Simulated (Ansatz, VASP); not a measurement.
**Two plane-wave programs on Si3As2**

```
Si As
1.0
     4.49133    0.00000    0.00000
    -2.24567    3.88961    0.00000
     0.00000    0.00000    5.32020
Si As
3 2
Direct
  0.00000 0.00000 0.00000
  0.33333 0.66667 0.77580
  0.66667 0.33333 0.22420
  0.33333 0.66667 0.25330
  0.66667 0.33333 0.74670
```

Alike in both runs: functional r2SCAN; k mesh 6 × 6 × 4; occupations gaussian, width 0.1 eV; no spin polarisation.

Ansatz relaxed the structure, and its values are those at the end. VASP's run is a single point on that final structure, the one shown.

|  | VASP | Ansatz |
| --- | --- | --- |
| version | VASP 6.6.1 | Ansatz 0.2.0 |
| potentials or method | VASP PAW PBE potentials, release 64 (Si, As), cutoff 520 eV | scalar-relativistic, plane waves, PAW |
| valence electrons in the cell | 22 | 42 |

```csv
,VASP,Ansatz,Ansatz less VASP
gap on the k mesh at the Fermi level (eV),none,none,-
pressure (GPa),0.1,0.1,-0.06
rms of the force components (eV/Å),0.007,0.009,+0.0024
```

VASP's potentials were made for PBE, not for r2SCAN. A gap of «none» marks a metal or a gap that the smearing closes. The functional is the same, so the differences come from potentials, cutoffs and numerics. VASP's potentials hold 22 valence electrons a cell and Ansatz's 42, so a difference there can come from the potentials and not from the codes.
